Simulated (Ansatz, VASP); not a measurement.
**One calculation of Co, two programs**

```
Co
1.0
     3.62800    1.81400    1.81400
     1.81400    3.62800    1.81400
     1.81400    1.81400    3.62800
Co
2
Cartesian
  0.0000 0.0000 0.0000
  3.6280 3.6280 3.6280
```

Alike in both runs: task single point; functional PBE; k mesh 11 × 11 × 11; occupations fermi-dirac, width 0.05 eV; collinear spin.

|  | VASP | Ansatz |
| --- | --- | --- |
| version | VASP 6.6.1 | Ansatz 0.2.0 |
| potentials or method | VASP PAW PBE potentials, release 64 (Co), cutoff 600 eV | PAW, plane waves, scalar-relativistic |
| valence electrons in the cell | 18 | 34 |

```csv
,VASP,Ansatz,Ansatz less VASP
pressure (GPa),-16.0,-15.3,+0.71
"traceless stress, the component that is largest in VASP (GPa)",-0.02,-0.07,-0.042
net moment per atom (μB),1.69,1.72,+0.028
size of the moment on the site where the two differ most (μB),1.73,1.79,+0.069
```

Site moments also hang on the region over which each program counts them. VASP's potentials hold 18 valence electrons a cell and Ansatz's 34, so a difference there can come from the potentials and not from the codes. Ansatz's warnings: no starting moments.
